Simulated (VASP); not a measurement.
# CaRu2O5 (P4/mmm) in VASP: notebook

CaRu2O5 is run at these levels: PBE; tasks: single point, relaxation of cell and atoms.

Everything below comes from runs of VASP 6.6.1. Logs are shortened: lines on timing, memory, paths and dates and some standing lists are left out, and cuts for length are marked.

**1. The cell of the first run**

It takes space group P4/mmm (No. 123, tetragonal). Conventional cell: a = 4.129 Å, b = 4.129 Å, c = 6.388 Å, α = 90.00°, β = 90.00°, γ = 90.00°. Ca (site symmetry 4/mmm) has 10 O at 2.50 to 3.19 Å within 3.3 Å. Within 2.4 Å of Ru (site symmetry mmm) lie 4 O at 1.78 to 2.06 Å. O (site symmetry 4/mmm) has 4 Ru at 2.06 Å and 8 O at 2.72 Å within 2.8 Å. Within 2.4 Å of O (site symmetry 2mm) lie 1 Ru at 1.78 Å.

The cell was generated, and may not be a known phase.

**2. Single point, PBE, collinear spin, ferromagnetic start**

File INCAR:

```
SYSTEM = CaRu2O5
PREC     = Accurate       ! precision mode
ENCUT    = 520            ! plane-wave cutoff, eV
EDIFF    = 1E-7           ! SCF threshold, eV
ISMEAR   = 0              ! smearing method
SIGMA    = 0.15           ! smearing width, eV
LREAL    = .False.        ! projectors in reciprocal space
LASPH    = .True.         ! aspherical terms in the spheres
NELM     = 150            ! most SCF steps
ALGO     = Normal         ! electronic algorithm
ISIF     = 2              ! what is computed and relaxed
LWAVE    = .False.        ! write WAVECAR
LCHARG   = .False.        ! write CHGCAR
ISPIN    = 2              ! spin polarisation
MAGMOM   = 0 1 1 0 0 0 0 0 ! initial moments
LORBIT   = 11             ! projections on sites
LMAXMIX  = 4              ! l up to which the mixer works
GGA      = PE             ! functional
NBANDS   = 48             ! bands
```

File KPOINTS:

```
regular mesh
0
Gamma
  3 3 3
  0 0 0
```

File POSCAR:

```
CaRu2O5
1.0
    4.1285722012      0.0000000000      0.0000000000
    0.0000000000      4.1285722012      0.0000000000
    0.0000000000      0.0000000000      6.3881947574
Ca Ru O
1 2 5
Direct
    0.5000000000      0.5000000000      0.5000000000
    0.5000000000      0.0000000000      0.0000000000
    0.0000000000      0.5000000000      0.0000000000
    0.5000000000      0.5000000000      0.0000000000
    0.0000000000      0.5000000000      0.7220965554
    0.5000000000      0.0000000000      0.2779034446
    0.0000000000      0.5000000000      0.2779034446
    0.5000000000      0.0000000000      0.7220965554
```

Potentials or basis: VASP PAW PBE potentials, release 64 (Ca_sv, Ru_pv, O).

On the command line:

```
> cat potpaw_PBE.64/Ca_sv/POTCAR potpaw_PBE.64/Ru_pv/POTCAR potpaw_PBE.64/O/POTCAR > POTCAR
> mpirun -np 1 vasp_std > vasp.out
```

OUTCAR:

```text
SYSTEM = CaRu2O5
   PREC = Accurate
   ENCUT = 520
   EDIFF = 1E-7
   ISMEAR = 0
   LREAL = .False.
   LASPH = .True.
   NELM = 150
   ISIF = 2
   ISPIN = 2
   LORBIT = 11
   GGA = PE

 ion  position               nearest neighbor table
   1  0.500  0.500  0.500-   5 2.50   6 2.50   7 2.50   8 2.50   6 2.50   8 2.50   5 2.50   7 2.50

   2  0.500  0.000  0.000-   6 1.78   8 1.78   4 2.06   4 2.06   3 2.92   3 2.92   3 2.92   3 2.92

   3  0.000  0.500  0.000-   5 1.78   7 1.78   4 2.06   4 2.06   2 2.92   2 2.92   2 2.92   2 2.92

   4  0.500  0.500  0.000-   2 2.06   3 2.06   2 2.06   3 2.06
   5  0.000  0.500  0.722-   3 1.78   1 2.50   1 2.50
   6  0.500  0.000  0.278-   2 1.78   1 2.50   1 2.50
   7  0.000  0.500  0.278-   3 1.78   1 2.50   1 2.50
   8  0.500  0.000  0.722-   2 1.78   1 2.50   1 2.50

  LATTYP: Found a simple tetragonal cell.
 ALAT       =     4.1285722012
 C/A-ratio  =     1.5473133195

  Lattice vectors:

 A1 = (   4.1285722012,   0.0000000000,   0.0000000000)
 A2 = (   0.0000000000,   4.1285722012,   0.0000000000)
 A3 = (   0.0000000000,   0.0000000000,   6.3881947574)

Analysis of symmetry for initial positions (statically):
=====================================================================
 Subroutine PRICEL returns:
 Original cell was already a primitive cell.

 Routine SETGRP: Setting up the symmetry group for a
 simple tetragonal supercell.

 Subroutine GETGRP returns: Found 16 space group operations
 (whereof 16 operations were pure point group operations)
 out of a pool of 16 trial point group operations.

The static configuration has the point symmetry D_4h.

Analysis of symmetry for dynamics (positions and initial velocities):
=====================================================================
 Subroutine PRICEL returns:
 Original cell was already a primitive cell.

 Routine SETGRP: Setting up the symmetry group for a
 simple tetragonal supercell.

 Subroutine GETGRP returns: Found 16 space group operations
 (whereof 16 operations were pure point group operations)
 out of a pool of 16 trial point group operations.

The dynamic configuration has the point symmetry D_4h.

Analysis of structural, dynamic, and magnetic symmetry:
=====================================================================
 Subroutine PRICEL returns:
 Original cell was already a primitive cell.

 Routine SETGRP: Setting up the symmetry group for a
 simple tetragonal supercell.

 Subroutine GETGRP returns: Found 16 space group operations
 (whereof 16 operations were pure point group operations)
 out of a pool of 16 trial point group operations.

The overall configuration has the point symmetry D_4h.

 Subroutine INISYM returns: Found 16 space group operations
 (whereof 16 operations are pure point group operations),
 and found     1 'primitive' translations

----------------------------------------------------------------------------------------

                                     Primitive cell

  volume of cell :     108.8875

  direct lattice vectors                    reciprocal lattice vectors
     4.128572201  0.000000000  0.000000000     0.242214488  0.000000000  0.000000000
     0.000000000  4.128572201  0.000000000     0.000000000  0.242214488  0.000000000
     0.000000000  0.000000000  6.388194757     0.000000000  0.000000000  0.156538747

  length of vectors
     4.128572201  4.128572201  6.388194757     0.242214488  0.242214488  0.156538747

  position of ions in fractional coordinates (direct lattice)
     0.500000000  0.500000000  0.500000000
     0.500000000  0.000000000  0.000000000
     0.000000000  0.500000000  0.000000000
     0.500000000  0.500000000  0.000000000
     0.000000000  0.500000000  0.722096555
     0.500000000  0.000000000  0.277903445
     0.000000000  0.500000000  0.277903445
     0.500000000  0.000000000  0.722096555

  ion indices of the primitive-cell ions
   primitive index   ion index
                 1           1
                 2           2
                 3           3
                 4           4
                 5           5
                 6           6
                 7           7
                 8           8
[... 37 lines left out ...]
   total plane-waves  NPLWV =  49152
   dimension x,y,z NGX =    32 NGY =   32 NGZ =   48
   dimension x,y,z NGXF=    64 NGYF=   64 NGZF=   96
   ions per type =               1   2   5
   NGX,Y,Z   is equivalent  to a cutoff of  12.89, 12.89, 12.49 a.u.
   NGXF,Y,Z  is equivalent  to a cutoff of  25.77, 25.77, 24.98 a.u.
 SYSTEM =  CaRu2O5
   PREC   = accura    normal or accurate (medium, high low for compatibility)
   ISTART =      0    job   : 0-new  1-cont  2-samecut
   ICHARG =      2    charge: 1-file 2-atom 10-const
   ISPIN  =      2    spin polarized calculation?
   LNONCOLLINEAR =      F non collinear calculations
   LSORBIT =      F    spin-orbit coupling
   LASPH  =      T    aspherical Exc in radial PAW
   ENCUT  =  520.0 eV  38.22 Ry    6.18 a.u.   7.68  7.68 11.88*2*pi/ulx,y,z
   NELM   =    150;   NELMIN=  2; NELMDL= -5     # of ELM steps
   EDIFF  = 0.1E-06   stopping-criterion for ELM
   LREAL  =      F    real-space projection
   EDIFFG = 0.1E-05   stopping-criterion for IOM
   NSW    =      0    number of steps for IOM
   IBRION =     -1    ionic relax: 0-MD 1-quasi-New 2-CG
   NFREE  =      0    steps in history (QN), initial steepest desc. (CG)
   ISIF   =      2    stress and relaxation
   ISYM   =      2    0-nonsym 1-usesym 2-fastsym
   POTIM  = 0.5000    time-step for ionic-motion
   TEBEG  =    0.0;   TEEND  =   0.0 temperature during run
   PSTRESS=    0.0 pullay stress
   NELECT =      68.0000    total number of electrons
   NUPDOWN=      -1.0000    fix difference up-down
   EMIN   =  10.00;   EMAX   =-10.00  energy-range for DOS
   EFERMI =   0.00;   METHOD = LEGACY
   ISMEAR =     0;   SIGMA  =   0.15  broadening in eV -4-tet -1-fermi 0-gaus
   EFERMI_NEDOS =   21; number of points for ismear=-14 and -15
   IALGO  =     38    algorithm
   IMIX   =      4    mixing-type and parameters
     AMIX     =   0.40;   BMIX     =  1.00
     AMIX_MAG =   1.60;   BMIX_MAG =  1.00
  volume/ion in A,a.u.               =      13.61        91.85
  Fermi-wavevector in a.u.,A,eV,Ry     =   1.399325  2.644340 26.641698  1.958110
  Thomas-Fermi vector in A             =   2.522395
   LORBIT       =     11    0 simple, 1 ext, 2 COOP (PROOUT), +10 PAW based schemes
   GGA     = PE    functional components
   LHFCALC =     F    Hartree Fock is set to
   AEXX    =    0.0000 exact exchange contribution
   IVDW    =     0    specifies the selected vdW correction
   LEPSILON=     F    determine dielectric tensor
   LRPA    =     F    only Hartree local field effects (RPA)
 spin polarized calculation
 Gauss-broadening in eV      SIGMA  =   0.15
  energy-cutoff  :      520.00
  volume of cell :      108.89
 maximum number of plane-waves:      2956
 NGX is ok and might be reduce to    32
   NGX = 15   NGY = 15   NGZ = 23

 number of electron      68.0000029 magnetization       0.0000187

 Free energy of the ion-electron system (eV)
  ---------------------------------------------------
  ext. energy  EPLUGINS =         0.00000000
  ---------------------------------------------------
  free energy    TOTEN  =       -54.80175324 eV

  energy without entropy =      -54.73258427  energy(sigma->0) =      -54.76716876

 E-fermi :   4.1601     XC(G=0): -10.4315

 val. band max:        4.1077061160   @ k =   0.3333   0.3333   0.3333
 cond. band min:       4.2670865092   @ k =   0.3333   0.0000   0.3333
 fundamental gap:      0.1593803932
 Fermi energy:         4.1600555448

 spin component 1

 k-point     1 :       0.0000    0.0000    0.0000
  band No.  band energies     occupation
      1     -40.7581      1.00000
      2     -40.7160      1.00000
      3     -39.8046      1.00000
      4     -39.8046      1.00000
      5     -39.2708      1.00000
      6     -39.2708      1.00000
[... 283 lines left out ...]
     45      10.8203      0.00000
     46      11.2181      0.00000
 Fermi energy:         4.1600555448

 spin component 2

 k-point     1 :       0.0000    0.0000    0.0000
  band No.  band energies     occupation
      1     -40.7581      1.00000
      2     -40.7160      1.00000
      3     -39.8046      1.00000
      4     -39.8046      1.00000
      5     -39.2708      1.00000
      6     -39.2708      1.00000
[... 283 lines left out ...]
     45      10.8203      0.00000
     46      11.2181      0.00000
 [bands above 46 left out]

------------------------ aborting loop because EDIFF is reached ----------------------------------------

  FORCE on cell =-STRESS in cart. coord.  units (eV):
  Direction    XX          YY          ZZ          XY          YZ          ZX
  --------------------------------------------------------------------------------------
  -------------------------------------------------------------------------------------
  Total        0.0209107      0.0209107      0.4356881      0.0000000      0.0000000      0.0000000
  in kB        0.3076809      0.3076809      6.4107431      0.0000000      0.0000000      0.0000000
  external PRESSURE =       2.3420350 kB  Pullay stress =       0.0000000 kB

 VOLUME and BASIS-vectors are now :
 -----------------------------------------------------------------------------
  energy-cutoff  :      520.00
  volume of cell :      108.89
      direct lattice vectors                 reciprocal lattice vectors
     4.128572201  0.000000000  0.000000000     0.242214488  0.000000000  0.000000000
     0.000000000  4.128572201  0.000000000     0.000000000  0.242214488  0.000000000
     0.000000000  0.000000000  6.388194757     0.000000000  0.000000000  0.156538747

 POSITION                                       TOTAL-FORCE (eV/Angst)
 -----------------------------------------------------------------------------------
      2.06429      2.06429      3.19410         0.000000      0.000000     -0.000000
      2.06429      0.00000      0.00000         0.000000      0.000000     -0.000000
      0.00000      2.06429      0.00000         0.000000      0.000000     -0.000000
      2.06429      2.06429      0.00000         0.000000      0.000000     -0.000000
      0.00000      2.06429      4.61289         0.000000      0.000000     -0.029980
      2.06429      0.00000      1.77530         0.000000      0.000000      0.029980
      0.00000      2.06429      1.77530        -0.000000      0.000000      0.029980
      2.06429      0.00000      4.61289        -0.000000      0.000000     -0.029980
 -----------------------------------------------------------------------------------
    total drift:                                0.000000      0.000000     -0.000000

  FREE ENERGIE OF THE ION-ELECTRON SYSTEM (eV)
  ---------------------------------------------------
  free  energy   TOTEN  =       -54.8017532423 eV

  energy  without entropy=      -54.7325842690  energy(sigma->0) =      -54.76716876

 total charge

# of ion       s       p       d       tot
------------------------------------------
    1        2.015   5.852   0.199   8.066
    2        0.380   6.408   5.812  12.600
    3        0.380   6.408   5.812  12.600
    4        1.554   3.456   0.000   5.010
    5        1.589   3.377   0.000   4.966
    6        1.589   3.377   0.000   4.966
    7        1.589   3.377   0.000   4.966
    8        1.589   3.377   0.000   4.966
--------------------------------------------------
tot         10.684  35.633  11.824  58.141

 magnetization (x)

# of ion       s       p       d       tot
------------------------------------------
    1       -0.000   0.000   0.000  -0.000
    2        0.000   0.000   0.000   0.000
    3        0.000   0.000   0.000   0.000
    4       -0.000  -0.000   0.000  -0.000
    5       -0.000   0.000   0.000   0.000
    6       -0.000   0.000   0.000   0.000
    7       -0.000   0.000   0.000   0.000
    8       -0.000   0.000   0.000   0.000
--------------------------------------------------
tot          0.000   0.000   0.000   0.000
```

Wall time 96 s (1 thread of Intel Xeon Platinum 8259CL at 2.50GHz (Skylake/Cascade Lake), shared host); peak memory 0.27 GiB.

What came out:

| Item | Value |
| --- | --- |
| Free energy | -54.8018 eV |
| Pressure | 0.2 GPa |
| Largest force | 0.030 eV/Å |
| Band gap on the k mesh | zero (filled and empty bands overlap) |
| Net moment | 0.00 μB per cell |
| Valence electrons inside the program's atomic spheres | Ca 8.07; Ru 12.60; O 5.01, 4.97 (each value once) |

Forces in eV/Å, atoms in the order of the input:
```
Ca   0.000  0.000  0.000
Ru   0.000  0.000  0.000
Ru   0.000  0.000  0.000
O    0.000  0.000  0.000
O    0.000  0.000 -0.030
O    0.000  0.000  0.030
O    0.000  0.000  0.030
O    0.000  0.000 -0.030
```

Stress tensor (GPa, compression positive):
```
0.03 0.00 0.00
0.00 0.03 0.00
0.00 0.00 0.64
```

Caveat: the k points lie up to 0.51 Å⁻¹ apart.

[end of part 1 of 2]

The gap in the log of VASP goes by the Fermi energy; the results here count the filled bands.